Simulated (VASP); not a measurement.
## MgO: single point with PBE

MgO:

```
Mg O
1.0
     3.28053    0.00000    0.00000
    -1.64026    2.84102    0.00000
     0.00000    0.00000   11.35500
Mg O
4 4
Cartesian
  0.0000 1.8940 11.0086
  0.0000 0.0000 2.5074
  0.0000 0.0000 8.1849
  1.6403 0.9470 5.3311
  0.0000 1.8940 8.8574
  0.0000 0.0000 6.0141
  0.0000 0.0000 0.3366
  1.6403 0.9470 3.1799
```

```yaml
Program: VASP 6.6.1
Task: single point
Functional: PBE
Potentials_or_basis: VASP PAW PBE potentials, release 64 (Mg, O)
Cutoff: 520 eV
k_mesh: 9 × 9 × 2
Occupations: gaussian, width 0.05 eV
Spin: no spin polarisation
Dipole_correction: no
Further_INCAR_settings: ALGO = Normal; EDIFF = 1e-06; NBANDS = 26
```

```yaml
Pressure: -7.0 GPa
Largest_force: 0.294 eV/Å
Band_gap_on_the_k_mesh: 3.03 eV, direct
```

Forces on the atoms (eV/Å):
```
Mg   0.000  0.000 -0.255
Mg   0.000  0.000 -0.283
Mg   0.000  0.000 -0.283
Mg   0.000  0.000 -0.255
O    0.000  0.000  0.294
O    0.000  0.000  0.244
O    0.000  0.000  0.244
O    0.000  0.000  0.294
```

Stress tensor (GPa, compression positive):
```
 -3.04   0.00   0.00
  0.00  -3.04   0.00
  0.00   0.00 -15.07
```

Levels at points of the mesh, in eV from the valence-band top:
| k point | band 12 | band 13 | band 14 | band 15 | band 16 | band 17 | band 18 | band 19 | band 20 | band 21 |
| --- | --- | --- | --- | --- | --- | --- | --- | --- | --- | --- |
| (0.00, 0.00, 0.00) | -0.10 | -0.05 | -0.05 | 0.00 | 0.00 | 3.03 | 5.28 | 5.34 | 8.12 | 8.68 |
| (0.00, 0.00, 0.50) | -0.13 | -0.02 | -0.02 | -0.02 | -0.02 | 3.82 | 3.82 | 6.86 | 6.86 | 9.99 |

It took 33 s on 1 thread of Intel(R) Xeon(R) 6975P-C (Granite Rapids), on a shared host, peak memory 0.22 GiB.
